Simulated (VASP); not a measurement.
Wanted: the native input for a VASP 6.6.1 run.

- Task: single point
- Functional: LDA
- Potentials or basis: VASP PAW LDA potentials, release 64 (Ga_d)
- Cutoff: 520 eV
- k mesh: 14 × 14 × 16
- Occupations: fermi-dirac, width 0.05 eV
- Spin: no spin polarisation
- Dipole correction: no
- Further INCAR settings: ALGO = Normal; EDIFF = 1e-06; NBANDS = 12

The structure of Ga lies in POSCAR:

```
Ga
1.0
   -1.3858350000      1.4081250000      2.2290000000
    1.4081250000     -1.3858350000      2.2290000000
    1.3998750000      1.3998750000     -2.2149600000
Ga
1
Direct
    0.0000000000      0.0000000000      0.0000000000
```

This cell differs from its parent crystal: equal xy, yz and zx shear strains of +1 %.

These files were run (other wordings do the same):

INCAR

```
PREC = Accurate
ENCUT = 520
EDIFF = 1E-6
ISMEAR = -1
SIGMA = 0.05
LREAL = False
LASPH = True
NELM = 60
ALGO = Normal
ISIF = 2
LWAVE = False
LCHARG = True
LELF = True
LVHAR = True
NBANDS = 12
```

KPOINTS

```
Automatic mesh
0
Gamma
  14 14 16
```

Potentials or basis: VASP PAW LDA potentials, release 64 (Ga_d).

The run is started by

```sh
$ cat potpaw_LDA.64/Ga_d/POTCAR > POTCAR
$ mpirun -np 1 vasp_std > vasp.out
```

It gave:

* Pressure: -1.7 GPa
* Band gap on the k mesh: zero (an odd number of electrons rules out a gap without spin polarisation)

Caveat: the cell differs from its parent crystal (equal xy, yz and zx shear strains of +1 %).

It took 81 s on 1 thread of AMD EPYC 9R45 96-Core Processor (Zen 5), on a shared host, peak memory 0.24 GiB.
